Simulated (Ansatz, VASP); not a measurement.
## Fe, level by level in two programs

```
Fe
1.0
    -1.45256    1.45256    1.45256
     1.45256   -1.45256    1.45256
     1.45256    1.45256   -1.45256
Fe
1
Cartesian
  0.0000 0.0000 0.0000
```

Single points on this cell with VASP 6.6.1 and Ansatz 0.2.0. Each row is one pair of runs. Alike in all rows: spin: collinear, typed start; k mesh: 13 × 13 × 13.

| level | smearing | VASP's potentials, cutoff | Ansatz's potentials, cutoff | gap on the k mesh at the Fermi level (eV), VASP | gap on the k mesh at the Fermi level (eV), Ansatz | net moment per atom (μB), VASP | net moment per atom (μB), Ansatz |
| --- | --- | --- | --- | --- | --- | --- | --- |
| PBEsol+D3(BJ) | methfessel-paxton of order 1, width 0.1 eV | VASP PAW PBE potentials, release 64 (Fe), 520 eV | SSSP efficiency PAW, 1225 eV | none | none | 2.35 | 2.33 |
| LDA | fermi-dirac, width 0.05 eV | VASP PAW LDA potentials, release 64 (Fe_sv), 600 eV | Ansatz PAW, 420 eV | ? | none | ? | 2.27 |
| PBEsol+D4 | fermi-dirac, width 0.05 eV | VASP PAW PBE potentials, release 64 (Fe), 520 eV | Ansatz PAW, 420 eV | none | none | 2.36 | 2.33 |

**Question.** Fill in what VASP gave in row 2.

**Answer.** gap on the k mesh at the Fermi level (eV): none; net moment per atom (μB): 2.19.

VASP's potentials hold 8 valence electrons a cell and Ansatz's 16 in some rows, so a difference there can come from the potentials and not from the codes.

A gap of «none» marks a metal or a gap that the smearing closes.
